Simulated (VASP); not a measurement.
Write the native input for VASP 6.6.1 that does the following.

| Item | Value |
| --- | --- |
| Task | single point |
| Functional | PBE |
| Potentials or basis | VASP PAW PBE potentials, release 64 (Ca_sv) |
| Cutoff | 520 eV |
| k mesh | 14 × 14 × 14 |
| Occupations | gaussian, width 0.1 eV |
| Spin | no spin polarisation |
| Dipole correction | no |
| Further INCAR settings | ALGO = Fast; EDIFF = 1e-06; NBANDS = 11 |

The structure of Ca lies in POSCAR:

```
Ca
1.0
   -2.1683639708      2.1683639708      2.1683639708
    2.1683639708     -2.1683639708      2.1683639708
    2.1683639708      2.1683639708     -2.1683639708
Ca
1
Direct
    0.0000000000      0.0000000000      0.0000000000
```

This cell differs from its parent crystal: volume scaled by 0.97.

One way to write it, as run:

INCAR

```
SYSTEM = Ca
PREC = Accurate ; ENCUT = 520
EDIFF = 1E-6 ; ISMEAR = 0
SIGMA = 0.1 ; LREAL = .False.
LASPH = .True. ; NELM = 100
ALGO = Fast ; ISIF = 2
LWAVE = .False. ; LCHARG = .False.
GGA = PE ; NBANDS = 11
```

KPOINTS

```
regular mesh
0
Gamma
  14 14 14
  0 0 0
```

Potentials or basis: VASP PAW PBE potentials, release 64 (Ca_sv).

Command:

```sh
$ cat potpaw_PBE.64/Ca_sv/POTCAR > POTCAR
$ mpirun -np 1 vasp_std > vasp.out
```

Results of the run:

| Property | Result |
| --- | --- |
| Pressure | 0.6 GPa |
| Band gap on the k mesh | zero (band 5 reaches 2.39 eV, above the bottom of band 6 at 2.12 eV) |

Run time: 24 s on 1 thread of Intel(R) Xeon(R) Platinum 8488C (Sapphire Rapids), on a shared host, peak memory 0.18 GiB.
